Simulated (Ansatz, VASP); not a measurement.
## One calculation of Ta, two programs

```
Ta
1.0
    -1.65939    1.65939    1.65939
     1.65939   -1.65939    1.65939
     1.65939    1.65939   -1.65939
Ta
1
Direct
  0.00000 0.00000 0.00000
```

Alike in both runs: task relaxation of cell and atoms; functional PBE; dispersion D3(BJ); k mesh 18 × 18 × 18; occupations gaussian, width 0.1 eV; no spin polarisation.

|  | VASP | Ansatz |
| --- | --- | --- |
| version | VASP 6.6.1 | Ansatz 0.2.0 |
| potentials or method | VASP PAW PBE potentials, release 64 (Ta_pv), cutoff 600 eV | scalar-relativistic, plane waves, PAW |
| valence electrons in the cell | 11 | 13 |

|  | VASP | Ansatz | Ansatz less VASP |
| --- | --- | --- | --- |
| gap on the k mesh at the Fermi level, each at its own relaxed structure (eV) | none | none | - |
| relaxed volume (Å³/atom) | 17.74 | 17.72 | -0.017 |
| relaxed cell length with the largest relative difference (Å) | 2.846 | 2.845 | -0.0009 |

A gap of «none» marks a metal or a gap that the smearing closes. VASP's potentials hold 11 valence electrons a cell and Ansatz's 13, so a difference there can come from the potentials and not from the codes.

Neither program's run includes spin-orbit coupling.
